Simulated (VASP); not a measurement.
A run of VASP 6.6.1:

Contents of INCAR:

```
ALGO = Normal
EDIFF = 1E-7
ENCUT = 520
GGA = PE
ISIF = 2
ISMEAR = -1
LASPH = T
LCHARG = T
LELF = T
LREAL = F
LVHAR = T
LWAVE = F
NBANDS = 12
NELM = 60
PREC = Accurate
SIGMA = 0.05
```

File KPOINTS:

```
k-points
0
Gamma
  17 17 17
```

Contents of POSCAR:

```
Ag
1.0
   -1.5855119841      1.5855119841      1.5855119841
    1.5855119841     -1.5855119841      1.5855119841
    1.5855119841      1.5855119841     -1.5855119841
Ag
1
Direct
    0.0000000000      0.0000000000      0.0000000000
```

Potentials or basis: VASP PAW PBE potentials, release 64 (Ag).

The run is started by

```sh
$ cat potpaw_PBE.64/Ag/POTCAR > POTCAR
$ mpirun -np 1 vasp_std > vasp.out
```

Hardware: 1 thread of Intel(R) Xeon(R) 6975P-C (Granite Rapids), on a shared host.

Q: Estimate the wall time of this run.

A: Run time: 13 s on 1 thread of Intel(R) Xeon(R) 6975P-C (Granite Rapids) (shared host), peak memory 0.14 GiB. Counts: scf iterations 12, k points 165.
